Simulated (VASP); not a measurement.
Set up this calculation in VASP 6.6.1, as the native input.

| Quantity | Value |
| --- | --- |
| Task | relaxation of cell and atoms |
| Functional | PBE |
| Potentials or basis | VASP PAW PBE potentials, release 64 (Hf_pv, H) |
| Cutoff | 600 eV |
| k mesh | 12 × 12 × 12 |
| Occupations | gaussian, width 0.1 eV |
| Spin | no spin polarisation |
| Dipole correction | no |
| Further INCAR settings | ALGO = Normal; EDIFF = 1e-06; IBRION = 2; EDIFFG = -0.01; NSW = 100; ISIF = 3 |

The structure of HfH8 lies in POSCAR:

```
HfH8
1.0
    0.0000000000      2.8963033700      2.8963033700
    2.8963033700      0.0000000000      2.8963033700
    2.8963033700      2.8963033700      0.0000000000
Hf H
1 8
Direct
    0.2500000000      0.2500000000      0.2500000000
    0.7546204708      0.2453795292      0.2453795292
    0.2453795292      0.7546204708      0.7546204708
    0.7546204708      0.2453795292      0.7546204708
    0.2453795292      0.7546204708      0.2453795292
    0.7546204708      0.7546204708      0.2453795292
    0.2453795292      0.2453795292      0.7546204708
    0.7500000000      0.7500000000      0.7500000000
    0.5000000000      0.5000000000      0.5000000000
```

The input as run:

INCAR

```
  PREC = Accurate
  ENCUT = 600
  EDIFF = 1E-6
  ISMEAR = 0
  SIGMA = 0.1
  LREAL = False
  LASPH = True
  NELM = 100
  ALGO = Normal
  ISIF = 3
  LWAVE = False
  LCHARG = False
  GGA = PE
  IBRION = 2
  NSW = 100
  EDIFFG = -0.01
```

KPOINTS

```
regular mesh
0
Gamma
  12 12 12
```

Potentials or basis: VASP PAW PBE potentials, release 64 (Hf_pv, H).

The run is started by

```sh
$ cat potpaw_PBE.64/Hf_pv/POTCAR potpaw_PBE.64/H/POTCAR > POTCAR
$ mpirun -np 1 vasp_std > vasp.out
```

It gave:

```yaml
Relaxed_volume: 5.34 Å³/atom
Relaxed_cell: a = 4.081 Å, b = 4.081 Å, c = 4.081 Å, α = 60.00°, β = 60.00°, γ = 60.00°
Space_group_after_relaxing_to_0.05_Å: F-43m (No. 216)
Energy_gained_by_relaxing: 0.2 meV/atom
Ionic_steps: 3
Pressure_after_relaxing: 0.0 GPa
Largest_force_after_relaxing: 0.009 eV/Å
Band_gap_on_the_k_mesh: zero (band 9 reaches 3.16 eV, above the bottom of band 10 at 1.52 eV)
```

Caveat: spin-orbit coupling is left out, which moves the levels of the heavy elements.

It took 2 min on 1 thread of Intel(R) Xeon(R) Platinum 8259CL CPU @ 2.50GHz (Skylake/Cascade Lake), with other jobs on the host, peak memory 0.24 GiB.
